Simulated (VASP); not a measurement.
A run of VASP 6.6.1:

INCAR

```
PREC = Accurate
ENCUT = 520
EDIFF = 1E-6
ISMEAR = 0
SIGMA = 0.05
LREAL = F
LASPH = T
NELM = 80
ALGO = Normal
ISIF = 2
LWAVE = F
LCHARG = T
LELF = T
LVHAR = T
NBANDS = 11
```

Contents of KPOINTS:

```
Automatic mesh
0
Gamma
  14 14 10
```

File POSCAR:

```
C
1.0
    2.1172982844     -1.2224340469     -0.0115975247
    2.1172982844      1.2224340469     -0.0115975247
   -1.3916690928      0.0000000000      3.3373019203
C
2
Direct
    0.8333830096      0.8333830096      0.0001497828
    0.1666169904      0.1666169904      0.9998502172
```

Potentials or basis: VASP PAW LDA potentials, release 64 (C).

Command:

```bash
$ cat potpaw_LDA.64/C/POTCAR > POTCAR
$ mpirun -np 1 vasp_std > vasp.out
```

Hardware: 1 thread of Intel(R) Xeon(R) Platinum 8259CL CPU @ 2.50GHz (Skylake/Cascade Lake), with other jobs on the host.

**Question.** How long does it take, and how much memory?

**Answer.** Run time: 57 s on 1 thread of Intel(R) Xeon(R) Platinum 8259CL CPU @ 2.50GHz (Skylake/Cascade Lake), on a shared host, peak memory 0.18 GiB. Counts: scf iterations 11, k points 534.
